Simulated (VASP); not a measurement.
# Sn in VASP: single point with PBE

Aim: the single point of Sn with PBE.

All numbers are computed with VASP 6.6.1; they aren't measurements. Logs are shortened: lines on timing, memory, paths and dates and some standing lists are left out, and cuts for length are marked.

**1. The cell of the first run**

The cell holds a slab with vacuum, 5 atoms: a = 5.394 Å, b = 5.394 Å, c = 20.404 Å, α = 90.00°, β = 90.00°, γ = 120.00°.

**2. Single point, PBE**

INCAR

```
ALGO     = Normal         # electronic algorithm
DIPOL    = 0.5 0.5 0.500
EDIFF    = 1E-7           # SCF threshold, eV
ENCUT    = 520            # plane-wave cutoff, eV
GGA      = PE             # functional
IDIPOL   = 3            
ISIF     = 2              # what is computed and relaxed
ISMEAR   = -1             # smearing method
LASPH    = T              # aspherical terms in the spheres
LCHARG   = T              # write CHGCAR
LDIPOL   = T            
LELF     = T              # ELF
LREAL    = F              # projectors in reciprocal space
LVACPOTAV= T            
LVHAR    = T            
LWAVE    = F              # write WAVECAR
NBANDS   = 43             # bands
NELM     = 80             # most SCF steps
PREC     = Accurate       # precision mode
SIGMA    = 0.1            # smearing width, eV
```

KPOINTS

```
k-points
0
Gamma
  7 7 1
```

POSCAR

```
Sn
1.0
    5.3935382857      0.0000000000      0.0000000000
   -2.6967691428      4.6709411717      0.0000000000
    0.0000000000      0.0000000000     20.4038000000
Sn
5
Direct
    0.8333333330      0.1666666670      0.3920836912
    0.1666666670      0.8333333330      0.4460418454
    0.5000000000      0.5000000000      0.5000000000
    0.8333333330      0.1666666670      0.5539581546
    0.1666666670      0.8333333330      0.6079163088
```

Potentials or basis: VASP PAW PBE potentials, release 64 (Sn_d).

Run with:

```bash
cat potpaw_PBE.64/Sn_d/POTCAR > POTCAR
mpirun -np 1 vasp_std > vasp.out
```

OUTCAR:

```text
EDIFF = 1E-7
   ENCUT = 520
   GGA = PE
   ISIF = 2
   ISMEAR = -1
   LASPH = T
   LREAL = F
   NELM = 80
   PREC = Accurate

 ion  position               nearest neighbor table
   1  0.833  0.167  0.392-   2 3.30   2 3.30   4 3.30   2 3.30
   2  0.167  0.833  0.446-   1 3.30   1 3.30   3 3.30   5 3.30   3 3.30   3 3.30   1 3.30
   3  0.500  0.500  0.500-   2 3.30   4 3.30   4 3.30   2 3.30   2 3.30   4 3.30
   4  0.833  0.167  0.554-   5 3.30   5 3.30   3 3.30   1 3.30   3 3.30   3 3.30   5 3.30
   5  0.167  0.833  0.608-   4 3.30   4 3.30   2 3.30   4 3.30

  LATTYP: Found a hexagonal cell.
 ALAT       =     5.3935382857
 C/A-ratio  =     3.7830082812

  Lattice vectors:

 A1 = (   5.3935382857,   0.0000000000,   0.0000000000)
 A2 = (  -2.6967691428,   4.6709411717,   0.0000000000)
 A3 = (   0.0000000000,   0.0000000000,  20.4038000000)

Analysis of symmetry for initial positions (statically):
=====================================================================
 Subroutine PRICEL returns:
 Original cell was already a primitive cell.

 Routine SETGRP: Setting up the symmetry group for a
 hexagonal supercell.

 Subroutine GETGRP returns: Found 12 space group operations
 (whereof  4 operations were pure point group operations)
 out of a pool of 24 trial point group operations.

The static configuration has the point symmetry C_2h.
 The point group associated with its full space group is D_3d.

Analysis of symmetry for dynamics (positions and initial velocities):
=====================================================================
 Subroutine PRICEL returns:
 Original cell was already a primitive cell.

 Routine SETGRP: Setting up the symmetry group for a
 hexagonal supercell.

 Subroutine GETGRP returns: Found 12 space group operations
 (whereof  4 operations were pure point group operations)
 out of a pool of 24 trial point group operations.

The dynamic configuration has the point symmetry C_2h.
 The point group associated with its full space group is D_3d.

 Subroutine INISYM returns: Found 12 space group operations
 (whereof  4 operations are pure point group operations),
 and found     1 'primitive' translations

----------------------------------------------------------------------------------------

                                     Primitive cell

  volume of cell :     514.0309

  direct lattice vectors                    reciprocal lattice vectors
     5.393538286  0.000000000  0.000000000     0.185407046  0.107044808  0.000000000
    -2.696769143  4.670941172  0.000000000     0.000000000  0.214089616  0.000000000
     0.000000000  0.000000000 20.403800000     0.000000000  0.000000000  0.049010478
[... 81 lines left out ...]
   POTIM  = 0.5000    time-step for ionic-motion
   TEBEG  =    0.0;   TEEND  =   0.0 temperature during run
   PSTRESS=    0.0 pullay stress
   NELECT =      70.0000    total number of electrons
   NUPDOWN=      -1.0000    fix difference up-down
   EMIN   =  10.00;   EMAX   =-10.00  energy-range for DOS
   EFERMI =   0.00;   METHOD = LEGACY
   ISMEAR =    -1;   SIGMA  =   0.10  broadening in eV -4-tet -1-fermi 0-gaus
   EFERMI_NEDOS =   21; number of points for ismear=-14 and -15
   IALGO  =     38    algorithm
   IMIX   =      4    mixing-type and parameters
     AMIX     =   0.40;   BMIX     =  1.00
     AMIX_MAG =   1.60;   BMIX_MAG =  1.00
  volume/ion in A,a.u.               =     102.81       693.77
  Fermi-wavevector in a.u.,A,eV,Ry     =   0.842257  1.591634  9.651922  0.709396
  Thomas-Fermi vector in A             =   1.956934
   LORBIT       =      0    0 simple, 1 ext, 2 COOP (PROOUT), +10 PAW based schemes
   GGA     = PE    functional components
   LHFCALC =     F    Hartree Fock is set to
   AEXX    =    0.0000 exact exchange contribution
   IVDW    =     0    specifies the selected vdW correction
   LEPSILON=     F    determine dielectric tensor
   LRPA    =     F    only Hartree local field effects (RPA)
 non-spin polarized calculation
  energy-cutoff  :      520.00
  volume of cell :      514.03
 maximum number of plane-waves:     13890
   NGX = 21   NGY = 21   NGZ = 75

 dipolmoment           0.000000      0.000000      0.000000 electrons x Angstroem

 number of electron      70.0000016 magnetization

 dipolmoment           0.000000      0.000000     -0.000000 electrons x Angstroem

 Free energy of the ion-electron system (eV)
  ---------------------------------------------------
  ext. energy  EPLUGINS =         0.00000000
  ---------------------------------------------------
  free energy    TOTEN  =       -17.79871976 eV

  energy without entropy =      -17.71875123  energy(sigma->0) =      -17.75873549

 E-fermi :  -0.8413     XC(G=0):  -3.6581

 val. band max:       -0.8441052074   @ k =   0.0000   0.0000   0.0000
 cond. band min:      -0.7002621386   @ k =   0.1429  -0.0000   0.0000
 fundamental gap:      0.1438430688
 Fermi energy:        -0.8412584161

 k-point     1 :       0.0000    0.0000    0.0000
  band No.  band energies     occupation
      1     -22.3238      2.00000
      2     -22.3238      2.00000
      3     -22.3060      2.00000
      4     -22.3060      2.00000
      5     -22.3021      2.00000
      6     -22.2403      2.00000
[... 357 lines left out ...]
     42       2.7958      0.00000
     43       3.5965      0.00000

------------------------ aborting loop because EDIFF is reached ----------------------------------------

  FORCE on cell =-STRESS in cart. coord.  units (eV):
  Direction    XX          YY          ZZ          XY          YZ          ZX
  --------------------------------------------------------------------------------------
  -------------------------------------------------------------------------------------
  Total       -3.7488881     -3.7488881     -4.8132522     -0.0000000      0.0000000      0.0000000
  in kB      -11.6848686    -11.6848686    -15.0023738     -0.0000000      0.0000000      0.0000000
  external PRESSURE =     -12.7907037 kB  Pullay stress =       0.0000000 kB

 VOLUME and BASIS-vectors are now :
 -----------------------------------------------------------------------------
  energy-cutoff  :      520.00
  volume of cell :      514.03
      direct lattice vectors                 reciprocal lattice vectors
     5.393538286  0.000000000  0.000000000     0.185407046  0.107044808  0.000000000
    -2.696769143  4.670941172  0.000000000     0.000000000  0.214089616  0.000000000
     0.000000000  0.000000000 20.403800000     0.000000000  0.000000000  0.049010478

 POSITION                                       TOTAL-FORCE (eV/Angst)
 -----------------------------------------------------------------------------------
      4.04515      0.77849      8.00000        -0.000000      0.000000      0.935538
     -1.34838      3.89245      9.10095        -0.000000      0.000000      0.289319
      1.34838      2.33547     10.20190         0.000000     -0.000000      0.000000
      4.04515      0.77849     11.30285         0.000000     -0.000000     -0.289319
     -1.34838      3.89245     12.40380        -0.000000     -0.000000     -0.935538
 -----------------------------------------------------------------------------------
    total drift:                                0.000000      0.000000     -0.000000

  FREE ENERGIE OF THE ION-ELECTRON SYSTEM (eV)
  ---------------------------------------------------
  free  energy   TOTEN  =       -17.7987197552 eV

  energy  without entropy=      -17.7187512256  energy(sigma->0) =      -17.75873549

 vacuum level on the upper side and lower side of the slab         3.180         3.180
```

OSZICAR:

```text
N       E                     dE             d eps       ncg     rms          rms(c)
DAV:   1     0.574321519516E+03    0.57432E+03   -0.34035E+04   816   0.155E+03
DAV:   2     0.417804798571E+02   -0.53254E+03   -0.52570E+03   750   0.380E+02
DAV:   3    -0.151293566568E+02   -0.56910E+02   -0.56507E+02   799   0.154E+02
[... 16 lines left out ...]
DAV:  20    -0.177987163103E+02   -0.60357E-05   -0.26087E-07   545   0.177E-03    0.238E-04
DAV:  21    -0.177987192436E+02   -0.29333E-05   -0.17737E-07   486   0.164E-03    0.107E-04
DAV:  22    -0.177987195321E+02   -0.28850E-06   -0.11270E-08   541   0.103E-03    0.446E-05
DAV:  23    -0.177987197360E+02   -0.20395E-06   -0.98446E-09   466   0.707E-04    0.299E-05
DAV:  24    -0.177987197552E+02   -0.19223E-07   -0.21252E-09   436   0.495E-04
   1 F= -.17798720E+02 E0= -.17758735E+02  d E =-.799685E-01
```

Run time: 6.8 min. Hardware: 1 thread of Intel Xeon Platinum 8488C (Sapphire Rapids), shared host; peak memory 0.57 GiB.

What came out:

```yaml
Free_energy: -17.7987 eV
Largest_force: 0.936 eV/Å
Band_gap_on_the_k_mesh: zero (band 35 reaches -0.54 eV, above the bottom of band 36 at -1.26 eV)
```

Forces in eV/Å, atoms in the order of the input:
```
Sn   0.000  0.000  0.936
Sn   0.000  0.000  0.289
Sn   0.000  0.000  0.000
Sn   0.000  0.000 -0.289
Sn   0.000  0.000 -0.936
```

Levels at points of the mesh, in eV from the Fermi level:
| k point | band 31 | band 32 | band 33 | band 34 | band 35 | band 36 | band 37 | band 38 | band 39 | band 40 |
| --- | --- | --- | --- | --- | --- | --- | --- | --- | --- | --- |
| (0.00, 0.00, 0.00) | -1.48 | -1.48 | -1.29 | -1.29 | -0.79 | -0.42 | 0.00 | 0.00 | 1.62 | 2.02 |

Caveat: spin-orbit coupling is left out, which moves the levels of the heavy elements.
